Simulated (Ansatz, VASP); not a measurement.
# Two plane-wave programs on Ca

The input INCAR:

```
SYSTEM = Ca
PREC = Accurate
ENCUT = 520
EDIFF = 1E-6
ISMEAR = 0
SIGMA = 0.1
LREAL = .False.
LASPH = .True.
NELM = 100
ALGO = Fast
ISIF = 2
LWAVE = .False.
LCHARG = .True.
GGA = PS
LELF = .True.
LVHAR = .True.
NBANDS = 17
```

Contents of KPOINTS:

```
Automatic mesh
0
Gamma
  12 12 8
  0 0 0
```

File POSCAR:

```
Ca
1.0
    3.8524073137      0.0000000000      0.0000000000
   -1.9262036569      3.3362825994      0.0000000000
    0.0000000000      0.0000000000      6.0556429149
Ca
2
Direct
    0.6666666667      0.3333333333      0.7500000000
    0.3333333333      0.6666666667      0.2500000000
```

Input for Ansatz:

```yaml
crystal:
  lattice:
    - [3.8524073137, 0.0, 0.0]
    - [-1.9262036569, 3.3362825994, 0.0]
    - [0.0, 0.0, 6.0556429149]
  atoms:
    - { symbol: Ca, position: [0.6666666667, 0.3333333333, 0.75] }
    - { symbol: Ca, position: [0.3333333333, 0.6666666667, 0.25] }
basis:
  ecutwfc: 420
kpoints:
  mp_grid: { grid: [12, 12, 8] }
hamiltonian:
  xc: pbesol
scf:
  occupations: { method: gaussian, width: 0.1 }
output:
  forces: true
  stress: true
  eigenvalues: true
```

Change from the starting cell: strain along c alone, the other axes held, atoms relaxed: -4.5 %.

Alike in both runs: task single point; functional PBEsol; k mesh 12 × 12 × 8; occupations gaussian, width 0.1 eV; no spin polarisation.

|  | VASP | Ansatz |
| --- | --- | --- |
| version | VASP 6.6.1 | Ansatz 0.2.0 |
| potentials or method | VASP PAW PBE potentials, release 64 (Ca_sv), cutoff 520 eV | scalar-relativistic, plane waves, PAW |
| valence electrons in the cell | 20 | 20 |

|  | VASP | Ansatz | Ansatz less VASP |
| --- | --- | --- | --- |
| gap on the k mesh at the Fermi level (eV) | none | none | - |
| pressure (GPa) | 1.0 | 1.0 | -0.01 |
| traceless stress, the component that is largest in VASP (GPa) | 1.07 | 1.07 | 0.000 |

VASP's potentials were made for PBE, not for PBEsol. A gap of «none» marks a metal or a gap that the smearing closes. The functional is the same, so the differences come from potentials, cutoffs and numerics.
